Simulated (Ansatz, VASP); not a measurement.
**Ti in VASP and in Ansatz**

```
CELL_PARAMETERS angstrom
2.93543 0.00000 0.00000
-1.46772 2.54216 0.00000
0.00000 0.00000 4.63859
ATOMIC_POSITIONS crystal
Ti 0.33333 0.66667 0.25000
Ti 0.66667 0.33333 0.75000
```

Alike in both runs: task single point; functional r2SCAN; k mesh 20 × 20 × 11; occupations fermi-dirac, width 0.05 eV; collinear spin.

|  | VASP | Ansatz |
| --- | --- | --- |
| version | VASP 6.6.1 | Ansatz 0.2.0 |
| potentials or method | VASP PAW PBE potentials, release 64 (Ti_sv), cutoff 520 eV | plane waves (500 eV) with PAW, scalar-relativistic |
| valence electrons in the cell | 24 | 24 |

```csv
,VASP,Ansatz,Ansatz less VASP
pressure (GPa),0.4,0.0,-0.36
net moment per atom (μB),0.00,0.00,0.000
```

VASP's potentials were made for PBE, not for r2SCAN. Ansatz's warnings: seeded moment not kept, stability check not made.
